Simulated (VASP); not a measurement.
# CdSe (F-43m) in VASP: notebook

Runs on CdSe. Level: LDA. Tasks: elastic constants.

All numbers are computed with VASP 6.6.1; they aren't measurements. Logs are shortened: lines on timing, memory, paths and dates and some standing lists are left out, and cuts for length are marked.

**1. The cell of the first run**

Symmetry: F-43m, No. 216, cubic system. Conventional cell: a = 5.818 Å, b = 5.818 Å, c = 5.818 Å, α = 90.00°, β = 90.00°, γ = 90.00°. Cd (site symmetry -43m) has 4 Se at 2.52 Å within 3.3 Å. Se (site symmetry -43m) has 4 Cd at 2.52 Å within 3.3 Å.

**2. Elastic constants, LDA**

INCAR reads:

```
SYSTEM = CdSe
  PREC = Accurate
  ENCUT = 600
  EDIFF = 1E-8
  ISMEAR = 0
  SIGMA = 0.01
  LREAL = .FALSE.
  LASPH = .TRUE.
  NELM = 60
  ALGO = Normal
  ISIF = 3
  LWAVE = .FALSE.
  LCHARG = .TRUE.
  NBANDS = 16
  IBRION = 6
  NFREE = 2
  POTIM = 0.015
  NSW = 1
```

KPOINTS reads:

```
regular mesh
0
G
  6 6 6
  0 0 0
```

POSCAR reads:

```
CdSe
1.0
    0.0000000000      2.9091434312      2.9091434312
    2.9091434312      0.0000000000      2.9091434312
    2.9091434312      2.9091434312      0.0000000000
Cd Se
1 1
Direct
    0.0000000000      0.0000000000      0.0000000000
    0.7500000000      0.7500000000      0.7500000000
```

Potentials or basis: VASP PAW LDA potentials, release 64 (Cd, Se).

Run with:

```
> cat potpaw_LDA.64/Cd/POTCAR potpaw_LDA.64/Se/POTCAR > POTCAR
> mpirun -np 1 vasp_std > vasp.out
```

OUTCAR:

```text
SYSTEM = CdSe
   PREC = Accurate
   ENCUT = 600
   EDIFF = 1E-8
   ISMEAR = 0
   LREAL = .FALSE.
   LASPH = .TRUE.
   NELM = 60
   ISIF = 3
   IBRION = 6
   NFREE = 2
   POTIM = 0.015
   NSW = 1

 ion  position               nearest neighbor table
   1  0.000  0.000  0.000-   2 2.52   2 2.52   2 2.52   2 2.52
   2  0.750  0.750  0.750-   1 2.52   1 2.52   1 2.52   1 2.52

  LATTYP: Found a face centered cubic cell.
 ALAT       =     5.8182868624

  Lattice vectors:

 A1 = (   0.0000000000,   2.9091434312,   2.9091434312)
 A2 = (   2.9091434312,   0.0000000000,   2.9091434312)
 A3 = (   2.9091434312,   2.9091434312,   0.0000000000)

Analysis of symmetry for initial positions (statically):
=====================================================================
 Subroutine PRICEL returns:
 Original cell was already a primitive cell.

 Routine SETGRP: Setting up the symmetry group for a
 face centered cubic supercell.

 Subroutine GETGRP returns: Found 24 space group operations
 (whereof 24 operations were pure point group operations)
 out of a pool of 48 trial point group operations.

The static configuration has the point symmetry T_d .

Analysis of symmetry for dynamics (positions and initial velocities):
=====================================================================
 Subroutine PRICEL returns:
 Original cell was already a primitive cell.

 Routine SETGRP: Setting up the symmetry group for a
 face centered cubic supercell.

 Subroutine GETGRP returns: Found 24 space group operations
 (whereof 24 operations were pure point group operations)
 out of a pool of 48 trial point group operations.

The dynamic configuration has the point symmetry T_d .

 Subroutine INISYM returns: Found 24 space group operations
 (whereof 24 operations are pure point group operations),
 and found     1 'primitive' translations

----------------------------------------------------------------------------------------

                                     Primitive cell

  volume of cell :      49.2408

  direct lattice vectors                    reciprocal lattice vectors
     0.000000000  2.909143431  2.909143431    -0.171871897  0.171871897  0.171871897
     2.909143431  0.000000000  2.909143431     0.171871897 -0.171871897  0.171871897
     2.909143431  2.909143431  0.000000000     0.171871897  0.171871897 -0.171871897

  length of vectors
     4.114150095  4.114150095  4.114150095     0.297690858  0.297690858  0.297690858

  position of ions in fractional coordinates (direct lattice)
     0.000000000  0.000000000  0.000000000
     0.750000000  0.750000000  0.750000000

  ion indices of the primitive-cell ions
   primitive index   ion index
                 1           1
                 2           2

----------------------------------------------------------------------------------------

 KPOINTS: regular mesh

Automatic generation of k-mesh.
 Grid dimensions read from file:
 generate k-points for:    6    6    6

 Generating k-lattice:
[... 94 lines left out ...]

 number of electron      18.0000000 magnetization

 Free energy of the ion-electron system (eV)
  ---------------------------------------------------
  ext. energy  EPLUGINS =         0.00000000
  ---------------------------------------------------
  free energy    TOTEN  =        -6.63771984 eV

  energy without entropy =       -6.63771984  energy(sigma->0) =       -6.63771984

------------------------ aborting loop because EDIFF is reached ----------------------------------------

  FORCE on cell =-STRESS in cart. coord.  units (eV):
  Direction    XX          YY          ZZ          XY          YZ          ZX
  --------------------------------------------------------------------------------------
  -------------------------------------------------------------------------------------
  Total        2.3647765      2.3647765      2.3647765      0.0000000     -0.0000000     -0.0000000
  in kB       76.9440944     76.9440944     76.9440944      0.0000000     -0.0000000     -0.0000000
  external PRESSURE =      76.9440944 kB  Pullay stress =       0.0000000 kB
[... 89 lines left out ...]
  FREE ENERGIE OF THE ION-ELECTRON SYSTEM (eV)
  ---------------------------------------------------
  free  energy   TOTEN  =        -6.5987953207 eV

  energy  without entropy=       -6.5987953207  energy(sigma->0) =       -6.59879532

[... ionic steps 4 to 14 ...]

--------------------------------------- Ionic step       15  -------------------------------------------

 number of electron      18.0000001 magnetization

------------------------ aborting loop because EDIFF is reached ----------------------------------------
[... 67 lines left out ...]
--------------------------------------- Ionic step       17  -------------------------------------------

 number of electron      17.9999999 magnetization

 Free energy of the ion-electron system (eV)
  ---------------------------------------------------
  ext. energy  EPLUGINS =         0.00000000
  ---------------------------------------------------
  free energy    TOTEN  =        -6.63686992 eV

  energy without entropy =       -6.63686992  energy(sigma->0) =       -6.63686992

 E-fermi :   2.0826     XC(G=0):  -9.8910

 val. band max:        2.0175409941   @ k =   0.0000   0.0000   0.0000
 cond. band min:       2.6415612263   @ k =   0.0000   0.0000   0.0000
 fundamental gap:      0.6240202322
 Fermi energy:         2.0826254427

 k-point     1 :       0.0000    0.0000    0.0000
  band No.  band energies     occupation
      1     -11.4884      2.00000
      2      -6.5323      2.00000
      3      -6.5194      2.00000
      4      -6.5066      2.00000
      5      -5.9765      2.00000
      6      -5.9763      2.00000
[... 433 lines left out ...]
      3      -6.3122      2.00000
      4      -6.0263      2.00000
      5      -5.9345      2.00000
      6      -5.5601      2.00000
[... 8 lines left out ...]
     15      14.1268      0.00000
     16      14.6561      0.00000

 [... further k-points ...]

------------------------ aborting loop because EDIFF is reached ----------------------------------------

  FORCE on cell =-STRESS in cart. coord.  units (eV):
  Direction    XX          YY          ZZ          XY          YZ          ZX
  --------------------------------------------------------------------------------------
  -------------------------------------------------------------------------------------
  Total        2.3651481      2.3686165      2.3686165      0.0000000     -0.1741546      0.0000000
  in kB       76.9561855     77.0690376     77.0690376      0.0000000     -5.6665680      0.0000000
  external PRESSURE =      77.0314203 kB  Pullay stress =       0.0000000 kB
[... 17 lines left out ...]
  FREE ENERGIE OF THE ION-ELECTRON SYSTEM (eV)
  ---------------------------------------------------
  free  energy   TOTEN  =        -6.6368699232 eV

  energy  without entropy=       -6.6368699232  energy(sigma->0) =       -6.63686992

 INTERNAL STRAIN TENSORS FROM STRAINED CELLS
 ============================================

 INTERNAL STRAIN TENSOR FOR ION    1 for displacements in x,y,z  (eV/Angst):
          X           Y           Z          XY          YZ          ZX
  --------------------------------------------------------------------------------
  x    -0.00000     0.00000     0.00000     0.00000   -11.57941     0.00000
  y     0.00000    -0.00000     0.00000     0.00000    -0.00000   -11.57928
  z     0.00000    -0.00000    -0.00000   -11.58029    -0.00000    -0.00000

 INTERNAL STRAIN TENSORS FROM DISPLACED ATOMS
 ============================================

 INTERNAL STRAIN TENSOR FOR ION    1 for displacements in x,y,z  (eV/Angst):
          X           Y           Z          XY          YZ          ZX
  --------------------------------------------------------------------------------
  x     0.00000    -0.00000    -0.00000     0.00000   -11.60075     0.00000
  y    -0.00000     0.00000    -0.00000     0.00000     0.00000   -11.60075
  z    -0.00000    -0.00000     0.00000   -11.60075     0.00000     0.00000

 INTERNAL STRAIN TENSOR FOR ION    2 for displacements in x,y,z  (eV/Angst):
          X           Y           Z          XY          YZ          ZX
  --------------------------------------------------------------------------------
  x    -0.00000    -0.00000    -0.00000     0.00000    11.60438     0.00000
  y     0.00000     0.00000     0.00000     0.00000     0.00000    11.60438
  z    -0.00000    -0.00000    -0.00000    11.60438     0.00000     0.00000

 Eigenvectors and eigenvalues of the dynamical matrix
 ----------------------------------------------------

   1 f  =    6.306071 THz    39.622215 2PiTHz  210.347900 cm-1    26.079804 meV
             X         Y         Z           dx          dy          dz
      0.000000  0.000000  0.000000     0.000000    0.642213    0.000000
      4.363715  4.363715  4.363715     0.000000   -0.766527    0.000000
[... 21 lines left out ...]
   6 f/i=    0.001055 THz     0.006629 2PiTHz    0.035193 cm-1     0.004363 meV
             X         Y         Z           dx          dy          dz
      0.000000  0.000000  0.000000     0.000000    0.000000    0.766527
      4.363715  4.363715  4.363715     0.000000    0.000000    0.642213

--------------------------------------------------------------------------------------------------------

 ELASTIC MODULI CONTR FROM IONIC RELAXATION (kBar)
 Direction    XX          YY          ZZ          XY          YZ          ZX
 --------------------------------------------------------------------------------
 XX          -0.0000     -0.0000     -0.0000      0.0000      0.0000     -0.0000
 YY          -0.0000     -0.0000     -0.0000      0.0000      0.0000     -0.0000
 ZZ          -0.0000     -0.0000     -0.0000      0.0000      0.0000     -0.0000
 XY           0.0000      0.0000      0.0000   -580.4474     -0.0000      0.0000
 YZ           0.0000      0.0000      0.0000     -0.0000   -580.4474     -0.0000
 ZX          -0.0000     -0.0000     -0.0000      0.0000     -0.0000   -580.4474
 --------------------------------------------------------------------------------

 TOTAL ELASTIC MODULI (kBar)
 Direction    XX          YY          ZZ          XY          YZ          ZX
 --------------------------------------------------------------------------------
 XX         908.7397    809.8135    809.8135     -0.0000     -0.0000     -0.0000
 YY         809.8135    908.7397    809.8135     -0.0000     -0.0000      0.0000
 ZZ         809.8135    809.8135    908.7397     -0.0000      0.0000      0.0000
 XY          -0.0000     -0.0000     -0.0000    170.5621     -0.0000      0.0000
 YZ          -0.0000     -0.0000      0.0000     -0.0000    170.5621     -0.0000
 ZX          -0.0000      0.0000      0.0000      0.0000     -0.0000    170.5621
 --------------------------------------------------------------------------------
```

Wall time 4.8 min (1 thread of Intel Xeon 6975P-C (Granite Rapids), shared host); peak memory 0.27 GiB.

Results:

```yaml
Elastic_constants_C11_C12_C44: 91, 81, 17 GPa
Voigt_bulk_modulus: 84 GPa
Highest_phonon_frequency_at_Γ_LO-TO_splitting_left_out: 210 cm⁻¹
```

Phonon frequencies in cm⁻¹ (negative: imaginary):
| q point | frequencies |
| --- | --- |
| (0.000, 0.000, 0.000) | 0 0 0 210 210 210 |

Elastic tensor in Voigt notation (GPa, in the Cartesian axes of the cell as first typed):
```
91 81 81  0  0  0
81 91 81  0  0  0
81 81 91  0  0  0
 0  0  0 17  0  0
 0  0  0  0 17  0
 0  0  0  0  0 17
```

Clamped-ion elastic tensor (GPa):
```
91 81 81  0  0  0
81 91 81  0  0  0
81 81 91  0  0  0
 0  0  0 75  0  0
 0  0  0  0 75  0
 0  0  0  0  0 75
```

Caveat: the cell is under stress, which shifts elastic constants.

**3. Elastic constants, LDA**

This run uses another cell than the first one, of 25.53 Å³/atom, 1.037 times its volume.

INCAR reads:

```
SYSTEM = CdSe
ALGO = Normal ; EDIFF = 1E-8
ENCUT = 600 ; GGA = CA
IBRION = 6 ; ISIF = 3
ISMEAR = 0 ; LASPH = .TRUE.
LCHARG = .FALSE. ; LREAL = .FALSE.
LWAVE = .FALSE. ; NBANDS = 16
NELM = 100 ; NFREE = 2
NSW = 1 ; POTIM = 0.015
PREC = Accurate ; SIGMA = 0.01
```

KPOINTS reads:

```
k-points
0
G
  6 6 6
  0 0 0
```

POSCAR reads:

```
CdSe
1.0
    0.0000000000      2.9446772532      2.9446772532
    2.9446772532      0.0000000000      2.9446772532
    2.9446772532      2.9446772532      0.0000000000
Cd Se
1 1
Direct
    0.0000000000      0.0000000000      0.0000000000
    0.7500000000      0.7500000000      0.7500000000
```

Potentials or basis: VASP PAW LDA potentials, release 64 (Cd, Se).

Run with:

```
> cat potpaw_LDA.64/Cd/POTCAR potpaw_LDA.64/Se/POTCAR > POTCAR
> mpirun -np 1 vasp_std > vasp.out
```

Run time: 4.5 min. Hardware: 1 thread of Intel Xeon 6975P-C (Granite Rapids), shared host; peak memory 0.26 GiB.

Results (log left out):

```
Elastic constants C11, C12, C44                         : 83, 70, 20 GPa
Voigt bulk modulus                                      : 74 GPa
Highest phonon frequency at Γ, LO-TO splitting left out : 198 cm⁻¹
```

Phonon frequencies in cm⁻¹ (negative: imaginary):
| q point | frequencies |
| --- | --- |
| (0.000, 0.000, 0.000) | 0 0 0 198 198 198 |

Elastic tensor in Voigt notation (GPa, in the Cartesian axes of the cell as first typed):
```
83 70 70  0  0  0
70 83 70  0  0  0
70 70 83  0  0  0
 0  0  0 20  0  0
 0  0  0  0 20  0
 0  0  0  0  0 20
```

Clamped-ion elastic tensor (GPa):
```
83 70 70  0  0  0
70 83 70  0  0  0
70 70 83  0  0  0
 0  0  0 66  0  0
 0  0  0  0 66  0
 0  0  0  0  0 66
```

Caveat: the cell is under stress, which shifts elastic constants.
